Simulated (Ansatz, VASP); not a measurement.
**Al in VASP and in Ansatz**

INCAR

```
SYSTEM = Al
PREC = Accurate ; ENCUT = 520
EDIFF = 1E-7 ; ISMEAR = 0
SIGMA = 0.15 ; LREAL = .FALSE.
LASPH = .TRUE. ; NELM = 100
ALGO = Normal ; ISIF = 2
LWAVE = .FALSE. ; LCHARG = .FALSE.
GGA = PS ; NBANDS = 8
```

File KPOINTS:

```
Automatic mesh
0
G
  20 20 20
  0 0 0
```

POSCAR

```
Al
1.0
   -1.5434821293      1.5434821293      1.5912186900
    1.5434821293     -1.5434821293      1.5912186900
    1.5434821293      1.5434821293     -1.5912186900
Al
1
Direct
    0.0000000000      0.0000000000      0.0000000000
```

Input for Ansatz:

```yaml
crystal:
  lattice:
    - [-1.5434821293, 1.5434821293, 1.59121869]
    - [1.5434821293, -1.5434821293, 1.59121869]
    - [1.5434821293, 1.5434821293, -1.59121869]
  atoms:
    - { symbol: Al, position: [0.0, 0.0, 0.0] }
basis:
  ecutwfc: 420
kpoints:
  mp_grid: { grid: [20, 20, 20] }
hamiltonian:
  xc: pbesol
scf:
  occupations: { method: gaussian, width: 0.15 }
output:
  forces: true
  stress: true
  eigenvalues: true
```

Change from the starting cell: strain -0.030 along x and y, +0.000 along z, atoms carried along.

Alike in both runs: task single point; functional PBEsol; k mesh 20 × 20 × 20; occupations gaussian, width 0.15 eV; no spin polarisation.

|  | VASP | Ansatz |
| --- | --- | --- |
| version | VASP 6.6.1 | Ansatz 0.2.0 |
| potentials or method | VASP PAW PBE potentials, release 64 (Al), cutoff 520 eV | scalar-relativistic, plane waves, PAW |
| valence electrons in the cell | 3 | 3 |

```csv
,VASP,Ansatz,Ansatz less VASP
gap on the k mesh at the Fermi level (eV),none,none,-
pressure (GPa),7.9,7.9,-0.09
"traceless stress, the component that is largest in VASP (GPa)",1.09,1.09,-0.007
```

VASP's potentials were made for PBE, not for PBEsol. A gap of «none» marks a metal or a gap that the smearing closes.
